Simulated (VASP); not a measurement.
# EuBe4 (Im-3m) in VASP: single point with PBE

Aim: the single point of EuBe4 with PBE.

Everything below comes from runs of VASP 6.6.1. Logs are shortened: lines on timing, memory, paths and dates and some standing lists are left out, and cuts for length are marked.

### 1 The cell of the first run

The structure is cubic, space group Im-3m (No. 229). The conventional cell has a = 6.100 Å, b = 6.100 Å, c = 6.100 Å, α = 90.00°, β = 90.00°, γ = 90.00°. Eu (site symmetry m-3m) has 8 Be at 2.64 Å within 3.5 Å. Be (site symmetry -3m) has 2 Eu at 2.64 Å and 6 Be at 3.05 Å within 3.5 Å.

The cell was built from a structure type or drawn by symmetry, and may not be a known phase.

### 2 Single point, PBE, collinear spin, ferromagnetic start

INCAR

```
SYSTEM = EuBe4
PREC = Accurate ; ENCUT = 520
EDIFF = 1E-6 ; ISMEAR = 0
SIGMA = 0.1 ; LREAL = .False.
LASPH = .True. ; NELM = 150
ALGO = Normal ; ISIF = 2
LWAVE = .False. ; LCHARG = .True.
ISPIN = 2 ; MAGMOM = 7.31 0 0 0 0
LORBIT = 11 ; LMAXMIX = 6
GGA = PE ; LELF = .True.
LVHAR = .True. ; NBANDS = 24
```

KPOINTS

```
regular mesh
0
Gamma
  10 10 10
  0 0 0
```

POSCAR

```
EuBe4
1.0
   -3.0501503133      3.0501503133      3.0501503133
    3.0501503133     -3.0501503133      3.0501503133
    3.0501503133      3.0501503133     -3.0501503133
Eu Be
1 4
Direct
    0.0000000000      0.0000000000      0.0000000000
    0.5000000000      0.5000000000      0.5000000000
    0.5000000000      0.0000000000      0.0000000000
    0.0000000000      0.0000000000      0.5000000000
    0.0000000000      0.5000000000      0.0000000000
```

Potentials or basis: VASP PAW PBE potentials, release 64 (Eu, Be).

Launch:

```bash
> cat potpaw_PBE.64/Eu/POTCAR potpaw_PBE.64/Be/POTCAR > POTCAR
> mpirun -np 1 vasp_std > vasp.out
```

OUTCAR:

```text
SYSTEM = EuBe4
   PREC = Accurate
   ENCUT = 520
   EDIFF = 1E-6
   ISMEAR = 0
   LREAL = .False.
   LASPH = .True.
   NELM = 150
   ISIF = 2
   ISPIN = 2
   LORBIT = 11
   GGA = PE

 ion  position               nearest neighbor table
   1  0.000  0.000  0.000-   2 2.64   3 2.64   4 2.64   5 2.64   4 2.64   5 2.64   3 2.64   2 2.64

   2  0.500  0.500  0.500-   1 2.64   1 2.64
   3  0.500  0.000  0.000-   1 2.64   1 2.64
   4  0.000  0.000  0.500-   1 2.64   1 2.64
   5  0.000  0.500  0.000-   1 2.64   1 2.64

  LATTYP: Found a body centered cubic cell.
 ALAT       =     6.1003006266

  Lattice vectors:

 A1 = (  -3.0501503133,   3.0501503133,   3.0501503133)
 A2 = (   3.0501503133,  -3.0501503133,   3.0501503133)
 A3 = (   3.0501503133,   3.0501503133,  -3.0501503133)

Analysis of symmetry for initial positions (statically):
=====================================================================
 Subroutine PRICEL returns:
 Original cell was already a primitive cell.

 Routine SETGRP: Setting up the symmetry group for a
 body centered cubic supercell.

 Subroutine GETGRP returns: Found 48 space group operations
 (whereof 48 operations were pure point group operations)
 out of a pool of 48 trial point group operations.

The static configuration has the point symmetry O_h .

Analysis of symmetry for dynamics (positions and initial velocities):
=====================================================================
 Subroutine PRICEL returns:
 Original cell was already a primitive cell.

 Routine SETGRP: Setting up the symmetry group for a
 body centered cubic supercell.

 Subroutine GETGRP returns: Found 48 space group operations
 (whereof 48 operations were pure point group operations)
 out of a pool of 48 trial point group operations.

The dynamic configuration has the point symmetry O_h .

Analysis of structural, dynamic, and magnetic symmetry:
=====================================================================
 Subroutine PRICEL returns:
 Original cell was already a primitive cell.

 Routine SETGRP: Setting up the symmetry group for a
 body centered cubic supercell.

 Subroutine GETGRP returns: Found 48 space group operations
 (whereof 48 operations were pure point group operations)
 out of a pool of 48 trial point group operations.

The overall configuration has the point symmetry O_h .

 Subroutine INISYM returns: Found 48 space group operations
 (whereof 48 operations are pure point group operations),
 and found     1 'primitive' translations

----------------------------------------------------------------------------------------

                                     Primitive cell

  volume of cell :     113.5073

  direct lattice vectors                    reciprocal lattice vectors
    -3.050150313  3.050150313  3.050150313     0.000000000  0.163926347  0.163926347
     3.050150313 -3.050150313  3.050150313     0.163926347  0.000000000  0.163926347
     3.050150313  3.050150313 -3.050150313     0.163926347  0.163926347  0.000000000

  length of vectors
     5.283015313  5.283015313  5.283015313     0.231826864  0.231826864  0.231826864

  position of ions in fractional coordinates (direct lattice)
     0.000000000  0.000000000  0.000000000
     0.500000000  0.500000000  0.500000000
     0.500000000  0.000000000  0.000000000
     0.000000000  0.000000000  0.500000000
     0.000000000  0.500000000  0.000000000

  ion indices of the primitive-cell ions
   primitive index   ion index
                 1           1
                 2           2
                 3           3
                 4           4
                 5           5

----------------------------------------------------------------------------------------

 KPOINTS: regular mesh

Automatic generation of k-mesh.
 Grid dimensions read from file:
 generate k-points for:   10   10   10

 Generating k-lattice:

  Cartesian coordinates                     Fractional coordinates (reciprocal lattice)
     0.000000000  0.016392635  0.016392635     0.100000000  0.000000000  0.000000000
     0.016392635  0.000000000  0.016392635     0.000000000  0.100000000  0.000000000
     0.016392635  0.016392635  0.000000000     0.000000000  0.000000000  0.100000000

  Length of vectors
     0.023182686  0.023182686  0.023182686

  Shift w.r.t. Gamma in fractional coordinates (k-lattice)
     0.000000000  0.000000000  0.000000000

 Subroutine IBZKPT returns following result:
 ===========================================

 Found     47 irreducible k-points:

 Following reciprocal coordinates:
            Coordinates               Weight
  0.000000  0.000000  0.000000      1.000000
  0.100000  0.000000  0.000000     12.000000
  0.200000  0.000000  0.000000     12.000000
  0.300000  0.000000  0.000000     12.000000
  0.400000  0.000000  0.000000     12.000000
  0.500000  0.000000  0.000000      6.000000
[... 16 lines left out ...]
  0.300000  0.300000  0.100000      8.000000
 -0.300000  0.300000  0.100000     24.000000
 [... further k-points ...]
   k-points           NKPTS =     47   k-points in BZ     NKDIM =     47   number of bands    NBANDS=     24
   number of dos      NEDOS =    301   number of ions     NIONS =      5
   total plane-waves  NPLWV =  64000
   dimension x,y,z NGX =    40 NGY =   40 NGZ =   40
   dimension x,y,z NGXF=    80 NGYF=   80 NGZF=   80
   ions per type =               1   4
   NGX,Y,Z   is equivalent  to a cutoff of  12.59, 12.59, 12.59 a.u.
   NGXF,Y,Z  is equivalent  to a cutoff of  25.17, 25.17, 25.17 a.u.
 SYSTEM =  EuBe4
   PREC   = accura    normal or accurate (medium, high low for compatibility)
   ISTART =      0    job   : 0-new  1-cont  2-samecut
   ICHARG =      2    charge: 1-file 2-atom 10-const
   ISPIN  =      2    spin polarized calculation?
   LNONCOLLINEAR =      F non collinear calculations
   LSORBIT =      F    spin-orbit coupling
   LASPH  =      T    aspherical Exc in radial PAW
   ENCUT  =  520.0 eV  38.22 Ry    6.18 a.u.   9.82  9.82  9.82*2*pi/ulx,y,z
   NELM   =    150;   NELMIN=  2; NELMDL= -5     # of ELM steps
   EDIFF  = 0.1E-05   stopping-criterion for ELM
   LREAL  =      F    real-space projection
   EDIFFG = 0.1E-04   stopping-criterion for IOM
   NSW    =      0    number of steps for IOM
   IBRION =     -1    ionic relax: 0-MD 1-quasi-New 2-CG
   NFREE  =      0    steps in history (QN), initial steepest desc. (CG)
   ISIF   =      2    stress and relaxation
   ISYM   =      2    0-nonsym 1-usesym 2-fastsym
   POTIM  = 0.5000    time-step for ionic-motion
   TEBEG  =    0.0;   TEEND  =   0.0 temperature during run
   PSTRESS=    0.0 pullay stress
   NELECT =      25.0000    total number of electrons
   NUPDOWN=      -1.0000    fix difference up-down
   EMIN   =  10.00;   EMAX   =-10.00  energy-range for DOS
   EFERMI =   0.00;   METHOD = LEGACY
   ISMEAR =     0;   SIGMA  =   0.10  broadening in eV -4-tet -1-fermi 0-gaus
   EFERMI_NEDOS =   21; number of points for ismear=-14 and -15
   IALGO  =     38    algorithm
   IMIX   =      4    mixing-type and parameters
     AMIX     =   0.40;   BMIX     =  1.00
     AMIX_MAG =   1.60;   BMIX_MAG =  1.00
  volume/ion in A,a.u.               =      22.70       153.20
  Fermi-wavevector in a.u.,A,eV,Ry     =   0.988660  1.868296 13.298993  0.977448
  Thomas-Fermi vector in A             =   2.120203
   LORBIT       =     11    0 simple, 1 ext, 2 COOP (PROOUT), +10 PAW based schemes
   GGA     = PE    functional components
   LHFCALC =     F    Hartree Fock is set to
   AEXX    =    0.0000 exact exchange contribution
   IVDW    =     0    specifies the selected vdW correction
   LEPSILON=     F    determine dielectric tensor
   LRPA    =     F    only Hartree local field effects (RPA)
 spin polarized calculation
 Gauss-broadening in eV      SIGMA  =   0.10
  energy-cutoff  :      520.00
  volume of cell :      113.51
 maximum number of plane-waves:      3076
   NGX = 19   NGY = 19   NGZ = 19

 number of electron      25.0000007 magnetization       7.8139683

 Free energy of the ion-electron system (eV)
  ---------------------------------------------------
  ext. energy  EPLUGINS =         0.00000000
  ---------------------------------------------------
  free energy    TOTEN  =       -16.78089911 eV

  energy without entropy =      -16.76321337  energy(sigma->0) =      -16.77205624

 E-fermi :   1.0347     XC(G=0):  -8.2253

 val. band max:        1.0328659744   @ k =  -0.4000   0.4000   0.2000
 cond. band min:       1.0494723985   @ k =  -0.3000   0.3000   0.1000
 fundamental gap:      0.0166064241
 Fermi energy:         1.0346963760

 spin component 1

 k-point     1 :       0.0000    0.0000    0.0000
  band No.  band energies     occupation
      1     -39.8758      1.00000
      2     -18.7517      1.00000
      3     -18.7517      1.00000
      4     -18.7517      1.00000
      5      -4.6054      1.00000
      6      -0.2974      1.00000
[... 637 lines left out ...]
     23       5.1686      0.00000
     24       6.0503      0.00000

 [... further k-points ...]

 spin component 2

 k-point     1 :       0.0000    0.0000    0.0000
  band No.  band energies     occupation
      1     -36.7783      1.00000
      2     -16.4821      1.00000
      3     -16.4821      1.00000
      4     -16.4821      1.00000
      5      -4.2517      1.00000
      6       0.3344      1.00000
[... 637 lines left out ...]
     23       6.2997      0.00000
     24       6.7879      0.00000

 [... further k-points ...]

------------------------ aborting loop because EDIFF is reached ----------------------------------------

  FORCE on cell =-STRESS in cart. coord.  units (eV):
  Direction    XX          YY          ZZ          XY          YZ          ZX
  --------------------------------------------------------------------------------------
  -------------------------------------------------------------------------------------
  Total        0.0800321      0.0800321      0.0800321      0.0000000      0.0000000     -0.0000000
  in kB        1.1296686      1.1296686      1.1296686      0.0000000      0.0000000     -0.0000000
  external PRESSURE =       1.1296686 kB  Pullay stress =       0.0000000 kB

 VOLUME and BASIS-vectors are now :
 -----------------------------------------------------------------------------
  energy-cutoff  :      520.00
  volume of cell :      113.51
      direct lattice vectors                 reciprocal lattice vectors
    -3.050150313  3.050150313  3.050150313     0.000000000  0.163926347  0.163926347
     3.050150313 -3.050150313  3.050150313     0.163926347  0.000000000  0.163926347
     3.050150313  3.050150313 -3.050150313     0.163926347  0.163926347  0.000000000

 POSITION                                       TOTAL-FORCE (eV/Angst)
 -----------------------------------------------------------------------------------
      0.00000      0.00000      0.00000        -0.000000      0.000000      0.000000
      1.52508      1.52508      1.52508        -0.000000     -0.000000     -0.000000
     -1.52508      1.52508      1.52508         0.000000     -0.000000     -0.000000
      1.52508      1.52508     -1.52508         0.000000      0.000000      0.000000
      1.52508     -1.52508      1.52508         0.000000     -0.000000      0.000000
 -----------------------------------------------------------------------------------
    total drift:                                0.000000     -0.000000      0.000000

  FREE ENERGIE OF THE ION-ELECTRON SYSTEM (eV)
  ---------------------------------------------------
  free  energy   TOTEN  =       -16.7808991143 eV

  energy  without entropy=      -16.7632133653  energy(sigma->0) =      -16.77205624

 total charge

# of ion       s       p       d       f       tot
--------------------------------------------------
    1        2.102   5.664   0.750   6.461  14.977
    2        0.501   0.275   0.000   0.000   0.776
    3        0.501   0.275   0.000   0.000   0.776
    4        0.501   0.275   0.000   0.000   0.776
    5        0.501   0.275   0.000   0.000   0.776
--------------------------------------------------
tot          4.106   6.765   0.750   6.461  18.082

 magnetization (x)

# of ion       s       p       d       f       tot
--------------------------------------------------
    1        0.010  -0.082   0.311   6.448   6.686
    2        0.015   0.071   0.000   0.000   0.087
    3        0.015   0.071   0.000   0.000   0.087
    4        0.015   0.071   0.000   0.000   0.087
    5        0.015   0.071   0.000   0.000   0.087
--------------------------------------------------
tot          0.071   0.203   0.311   6.448   7.033
```

Wall time 11 min (1 thread of Intel Xeon Platinum 8375C at 2.90GHz (Ice Lake), shared host); peak memory 0.43 GiB.

Results:

```yaml
Free_energy: -16.7809 eV
Pressure: 0.1 GPa
Net_moment: 7.81 μB per cell
Site_moments: Eu +6.69; Be +0.09 μB
Valence_electrons_inside_the_program's_atomic_spheres: Eu 14.98; Be 0.78
```

Levels at points of the mesh, in eV from the Fermi level:
Spin up:
```csv
k point,band 12,band 13,band 14,band 15,band 16,band 17,band 18,band 19,band 20,band 21
"(0.00, 0.00, 0.00)",-0.52,-0.41,-0.41,-0.41,1.05,1.05,1.05,1.18,1.18,1.18
"(0.50, 0.00, 0.00)",-0.43,-0.41,-0.40,-0.35,-0.06,0.02,0.58,0.69,0.85,2.88
"(0.50, 0.50, 0.50)",-0.47,-0.47,-0.47,-0.36,-0.36,-0.36,-0.29,-0.29,-0.29,4.16
```
Spin down:
```
           k point  band 4  band 5  band 6  band 7  band 8  band 9  band 10  band 11  band 12  band 13
(0.00, 0.00, 0.00)  -17.52   -5.29   -0.70   -0.70   -0.70    0.64     0.64     0.64     1.80     1.80
(0.50, 0.00, 0.00)  -17.51   -3.68   -3.01   -1.75   -0.50    0.07     0.51     0.96     1.33     1.41
(0.50, 0.50, 0.50)  -17.52   -1.97   -1.97   -1.58   -1.58   -1.58    -1.20     0.33     0.33     0.33
```

Caveat: spin-orbit coupling is left out, which moves the levels of the heavy elements; semilocal functionals describe open f shells poorly, which spoils levels, moments and volumes. The state reached can hang on the start; a lower one may exist.
